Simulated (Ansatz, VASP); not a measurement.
# CdSe: VASP beside Ansatz

```xyz
2
Lattice="0.0000 3.0508 3.0508 3.0508 0.0000 3.0508 3.0508 3.0508 0.0000" Properties=species:S:1:pos:R:3 pbc="T T T"
Cd    0.0000    0.0000    0.0000
Se    1.5254    1.5254    1.5254
```

Alike in both runs: task single point; functional PBE; k mesh 8 × 8 × 8; occupations gaussian, width 0.02 eV; no spin polarisation.

|  | VASP | Ansatz |
| --- | --- | --- |
| version | VASP 6.6.1 | Ansatz 0.2.0 |
| potentials or method | VASP PAW PBE potentials, release 64 (Cd, Se), cutoff 500 eV | scalar-relativistic, plane waves, PAW |
| valence electrons in the cell | 18 | 36 |

Ansatz gave:

```
gap on the k mesh at the Fermi level (eV) : 0.59
least direct gap on the mesh (eV)         : 0.59
pressure (GPa)                            : 2.3
```

Question: Which values does VASP return?

Answer: gap on the k mesh at the Fermi level (eV): 0.59; least direct gap on the mesh (eV): 0.59; pressure (GPa): 2.6.

VASP's potentials hold 18 valence electrons a cell and Ansatz's 36, so a difference there can come from the potentials and not from the codes.
